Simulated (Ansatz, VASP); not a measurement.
Ba in VASP and in Ansatz

File INCAR:

```
PREC = Accurate
ENCUT = 520
EDIFF = 1E-7
ISMEAR = -1
SIGMA = 0.1
LREAL = False
LASPH = True
NELM = 100
ALGO = Normal
ISIF = 2
LWAVE = False
LCHARG = False
GGA = RP
NBANDS = 11
```

Contents of KPOINTS:

```
regular mesh
0
Gamma
  14 14 14
```

Contents of POSCAR:

```
Ba
1.0
   -2.5408028263      2.5408028263      2.5408028263
    2.5408028263     -2.5408028263      2.5408028263
    2.5408028263      2.5408028263     -2.5408028263
Ba
1
Direct
    0.0000000000      0.0000000000      0.0000000000
```

Input for Ansatz:

```yaml
crystal:
  lattice:
    - [-2.5408028263, 2.5408028263, 2.5408028263]
    - [2.5408028263, -2.5408028263, 2.5408028263]
    - [2.5408028263, 2.5408028263, -2.5408028263]
  atoms:
    - { symbol: Ba, position: [0.0, 0.0, 0.0] }
hamiltonian:
  xc: rpbe
  pseudopotentials:
    kind: paw
    azcp:
      Ba: "pseudopotentials/Ba.paw.azcp"
basis:
  ecutwfc: 420
  fft_grid_basis: typed
kpoints:
  mp_grid: { grid: [14, 14, 14], shift: [0, 0, 0] }
magnetization:
  spin_polarized: false
scf:
  occupations: { method: fermi_dirac, width: 0.1 }
output:
  stress: true
```

Alike in both runs: task single point; functional RPBE; k mesh 14 × 14 × 14; occupations fermi-dirac, width 0.1 eV; no spin polarisation.

```csv
,VASP,Ansatz
version,VASP 6.6.1,Ansatz 0.2.0
potentials or method,"VASP PAW PBE potentials, release 64 (Ba_sv), cutoff 520 eV","plane waves (420 eV) with PAW, scalar-relativistic"
valence electrons in the cell,10,10
```

```csv
,VASP,Ansatz,Ansatz less VASP
pressure (GPa),0.4,0.4,-0.04
```

VASP's potentials were made for PBE, not for RPBE.

Spin-orbit coupling is off throughout.
